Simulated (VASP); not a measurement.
# Cd (P6_3/mmc) in VASP: notebook, part 2 of 2

VASP 6.6.1.

### Step 4. Single point, LDA

This run uses another cell than the first one, of 22.02 Å³/atom, 1.041 times its volume.

File INCAR:

```
SYSTEM = Cd
PREC = Accurate
ENCUT = 520
EDIFF = 1E-6
ISMEAR = -1
SIGMA = 0.05
LREAL = .False.
LASPH = .True.
NELM = 100
ALGO = Normal
ISIF = 2
LWAVE = .False.
LCHARG = .False.
GGA = CA
NBANDS = 19
```

File KPOINTS:

```
Automatic mesh
0
Gamma
  10 10 5
  0 0 0
```

File POSCAR:

```
Cd
1.0
    2.9985981908      0.0000000000      0.0000000000
   -1.4992990954      2.5968622090      0.0000000000
    0.0000000000      0.0000000000      5.6548540644
Cd
2
Direct
    0.6666666667      0.3333333333      0.7500000000
    0.3333333333      0.6666666667      0.2500000000
```

Potentials or basis: VASP PAW LDA potentials, release 64 (Cd).

The run is started by

```sh
> cat potpaw_LDA.64/Cd/POTCAR > POTCAR
> mpirun -np 1 vasp_std > vasp.out
```

OUTCAR:

```text
SYSTEM = Cd
   PREC = Accurate
   ENCUT = 520
   EDIFF = 1E-6
   ISMEAR = -1
   LREAL = .False.
   LASPH = .True.
   NELM = 100
   ISIF = 2
   GGA = CA

 ion  position               nearest neighbor table
   1  0.667  0.333  0.750-   2 3.32   2 3.32   2 3.32   2 3.32   2 3.32   2 3.32
   2  0.333  0.667  0.250-   1 3.32   1 3.32   1 3.32   1 3.32   1 3.32   1 3.32

  LATTYP: Found a hexagonal cell.
 ALAT       =     2.9985981908
 C/A-ratio  =     1.8858325473

  Lattice vectors:

 A1 = (   2.9985981908,   0.0000000000,   0.0000000000)
 A2 = (  -1.4992990954,   2.5968622090,   0.0000000000)
 A3 = (   0.0000000000,   0.0000000000,   5.6548540644)

Analysis of symmetry for initial positions (statically):
=====================================================================
 Subroutine PRICEL returns:
 Original cell was already a primitive cell.

 Routine SETGRP: Setting up the symmetry group for a
 hexagonal supercell.

 Subroutine GETGRP returns: Found 24 space group operations
 (whereof 12 operations were pure point group operations)
 out of a pool of 24 trial point group operations.

The static configuration has the point symmetry D_3d.
 The point group associated with its full space group is D_6h.

Analysis of symmetry for dynamics (positions and initial velocities):
=====================================================================
 Subroutine PRICEL returns:
 Original cell was already a primitive cell.

 Routine SETGRP: Setting up the symmetry group for a
 hexagonal supercell.

 Subroutine GETGRP returns: Found 24 space group operations
 (whereof 12 operations were pure point group operations)
 out of a pool of 24 trial point group operations.

The dynamic configuration has the point symmetry D_3d.
 The point group associated with its full space group is D_6h.

[... 105 lines left out ...]
   ISYM   =      2    0-nonsym 1-usesym 2-fastsym
   POTIM  = 0.5000    time-step for ionic-motion
   TEBEG  =    0.0;   TEEND  =   0.0 temperature during run
   PSTRESS=    0.0 pullay stress
   NELECT =      24.0000    total number of electrons
   NUPDOWN=      -1.0000    fix difference up-down
   EMIN   =  10.00;   EMAX   =-10.00  energy-range for DOS
   EFERMI =   0.00;   METHOD = LEGACY
   ISMEAR =    -1;   SIGMA  =   0.05  broadening in eV -4-tet -1-fermi 0-gaus
   EFERMI_NEDOS =   21; number of points for ismear=-14 and -15
   IALGO  =     38    algorithm
   IMIX   =      4    mixing-type and parameters
     AMIX     =   0.40;   BMIX     =  1.00
     AMIX_MAG =   1.60;   BMIX_MAG =  1.00
  volume/ion in A,a.u.               =      22.02       148.58
  Fermi-wavevector in a.u.,A,eV,Ry     =   1.337260  2.527054 24.330798  1.788263
  Thomas-Fermi vector in A             =   2.465822
   LORBIT       =      0    0 simple, 1 ext, 2 COOP (PROOUT), +10 PAW based schemes
   GGA     = CA    functional components
   LHFCALC =     F    Hartree Fock is set to
   AEXX    =    0.0000 exact exchange contribution
   IVDW    =     0    specifies the selected vdW correction
   LEPSILON=     F    determine dielectric tensor
   LRPA    =     F    only Hartree local field effects (RPA)
 non-spin polarized calculation
  energy-cutoff  :      520.00
  volume of cell :       44.03
 maximum number of plane-waves:      1209
 NGX is ok and might be reduce to    24
   NGX = 11   NGY = 11   NGZ = 21

 number of electron      23.9999989 magnetization

 Free energy of the ion-electron system (eV)
  ---------------------------------------------------
  ext. energy  EPLUGINS =         0.00000000
  ---------------------------------------------------
  free energy    TOTEN  =        -2.99565396 eV

  energy without entropy =       -2.99363868  energy(sigma->0) =       -2.99464632

 E-fermi :   2.4588     XC(G=0): -11.2658

 val. band max:        2.2381505201   @ k =   0.3000   0.2000   0.2000
 cond. band min:       2.5056734100   @ k =   0.4000   0.0000   0.0000
 fundamental gap:      0.2675228899
 Fermi energy:         2.4588002418

 k-point     1 :       0.0000    0.0000    0.0000
  band No.  band energies     occupation
      1      -7.1843      2.00000
      2      -6.9268      2.00000
      3      -6.5688      2.00000
      4      -6.5688      2.00000
      5      -6.5195      2.00000
      6      -6.5195      2.00000
[... 505 lines left out ...]
      6      -6.1263      2.00000
[... 11 lines left out ...]
     18      12.4226      0.00000
     19      15.7421      0.00000

 [... further k-points ...]
[... 5 lines left out ...]
  --------------------------------------------------------------------------------------
  -------------------------------------------------------------------------------------
  Total       -1.4171945     -1.4171945     -1.1971890     -0.0000000      0.0000000      0.0000000
  in kB      -51.5645786    -51.5645786    -43.5596826     -0.0000000      0.0000000      0.0000000
  external PRESSURE =     -48.8962800 kB  Pullay stress =       0.0000000 kB

 VOLUME and BASIS-vectors are now :
 -----------------------------------------------------------------------------
  energy-cutoff  :      520.00
  volume of cell :       44.03
      direct lattice vectors                 reciprocal lattice vectors
     2.998598191  0.000000000  0.000000000     0.333489163  0.192540058  0.000000000
    -1.499299095  2.596862209  0.000000000     0.000000000  0.385080116  0.000000000
     0.000000000  0.000000000  5.654854064     0.000000000  0.000000000  0.176839223

 POSITION                                       TOTAL-FORCE (eV/Angst)
 -----------------------------------------------------------------------------------
      1.49930      0.86562      4.24114         0.000000     -0.000000      0.000000
     -0.00000      1.73124      1.41371        -0.000000      0.000000      0.000000
 -----------------------------------------------------------------------------------
    total drift:                               -0.000000      0.000000      0.000000

  FREE ENERGIE OF THE ION-ELECTRON SYSTEM (eV)
  ---------------------------------------------------
  free  energy   TOTEN  =        -2.9956539604 eV

  energy  without entropy=       -2.9936386768  energy(sigma->0) =       -2.99464632
```

OSZICAR:

```text
N       E                     dE             d eps       ncg     rms          rms(c)
DAV:   1     0.176557024879E+03    0.17656E+03   -0.13026E+04  1596   0.127E+03
DAV:   2     0.977520248418E+00   -0.17558E+03   -0.16924E+03  1668   0.335E+02
DAV:   3    -0.313683098838E+01   -0.41144E+01   -0.41061E+01  1840   0.581E+01
DAV:   4    -0.314458272603E+01   -0.77517E-02   -0.77512E-02  1780   0.244E+00
DAV:   5    -0.314460794859E+01   -0.25223E-04   -0.25223E-04  1799   0.134E-01    0.430E+00
DAV:   6    -0.301235570155E+01    0.13225E+00   -0.28677E-01  1760   0.644E+00    0.348E+00
DAV:   7    -0.299821417020E+01    0.14142E-01   -0.24309E-02  1769   0.133E+00    0.173E+00
DAV:   8    -0.299563852520E+01    0.25756E-02   -0.32120E-03  1697   0.713E-01    0.814E-02
DAV:   9    -0.299564805710E+01   -0.95319E-05   -0.26254E-05  1819   0.530E-02    0.327E-02
DAV:  10    -0.299565398616E+01   -0.59291E-05   -0.69791E-06  1714   0.311E-02    0.245E-03
DAV:  11    -0.299565396041E+01    0.25745E-07   -0.67710E-08   945   0.243E-03
   1 F= -.29956540E+01 E0= -.29946463E+01  d E =-.201528E-02
```

Run time: 12 s. Hardware: 1 thread of Intel Xeon Platinum 8559C (Emerald Rapids), shared host; peak memory 0.15 GiB.

Results:

```yaml
Free_energy: -2.9957 eV
Pressure: -4.9 GPa
Band_gap_on_the_k_mesh: zero (band 12 reaches 3.56 eV, above the bottom of band 13 at -0.36 eV)
```

### Step 5. Single point, LDA

This run uses another cell than the first one, of 22.45 Å³/atom, 1.061 times its volume.

Changes to INCAR since step 4:

```diff
@@ -13,3 +13,2 @@
 LCHARG = .False.
-GGA = CA
 NBANDS = 19
```

File KPOINTS:

```
regular mesh
0
Gamma
  10 10 5
  0 0 0
```

File POSCAR:

```
Cd
1.0
    3.0180701533      0.0000000000      0.0000000000
   -1.5090350766      2.6137254232      0.0000000000
    0.0000000000      0.0000000000      5.6915749249
Cd
2
Direct
    0.6666666667      0.3333333333      0.7500000000
    0.3333333333      0.6666666667      0.2500000000
```

The run is started by

```sh
> cat potpaw_LDA.64/Cd/POTCAR > POTCAR
> mpirun -np 1 vasp_std > vasp.out
```

It took 11 s on 1 thread of Intel Xeon Platinum 8559C (Emerald Rapids), shared host; peak memory 0.15 GiB.

The run converged. Its results:

- Free energy: -2.9672 eV
- Pressure: -5.7 GPa
- Band gap on the k mesh: zero (band 12 reaches 3.40 eV, above the bottom of band 13 at -0.41 eV)

Stress tensor (GPa, compression positive):
```
-6.06  0.00  0.00
 0.00 -6.06  0.00
 0.00  0.00 -4.90
```

Levels at points of the mesh, in eV from the Fermi level:
| k point | band 8 | band 9 | band 10 | band 11 | band 12 | band 13 | band 14 | band 15 | band 16 | band 17 |
| --- | --- | --- | --- | --- | --- | --- | --- | --- | --- | --- |
| (0.00, 0.00, 0.00) | -8.50 | -8.50 | -8.26 | -8.26 | -2.98 | -2.74 | 10.39 | 14.44 | 14.44 | 14.50 |
| (0.50, 0.00, 0.00) | -8.30 | -8.02 | -7.99 | -2.12 | -1.75 | 1.97 | 2.99 | 3.09 | 5.32 | 8.24 |

### Step 6. Summary

```tsv
cell	gap on the mesh (eV)	pressure (GPa)
a = 2.959, b = 2.959, c = 5.580 Å, angles 90.0, 90.0, 120.0°, 2 atoms	none	-2.9
a = 2.979, b = 2.979, c = 5.618 Å, angles 90.0, 90.0, 120.0°, 2 atoms	none	-4.0
a = 2.999, b = 2.999, c = 5.655 Å, angles 90.0, 90.0, 120.0°, 2 atoms	none	-4.9
a = 3.018, b = 3.018, c = 5.692 Å, angles 90.0, 90.0, 120.0°, 2 atoms	none	-5.7
```

Alike in all rows: task single point; level LDA; potentials or basis VASP PAW LDA potentials, release 64 (Cd); no spin polarisation; k mesh 10 × 10 × 5; cutoff (eV) 520; smearing fermi-dirac 0.05 eV.

Absolute energies hang on the potentials; compare differences alone.
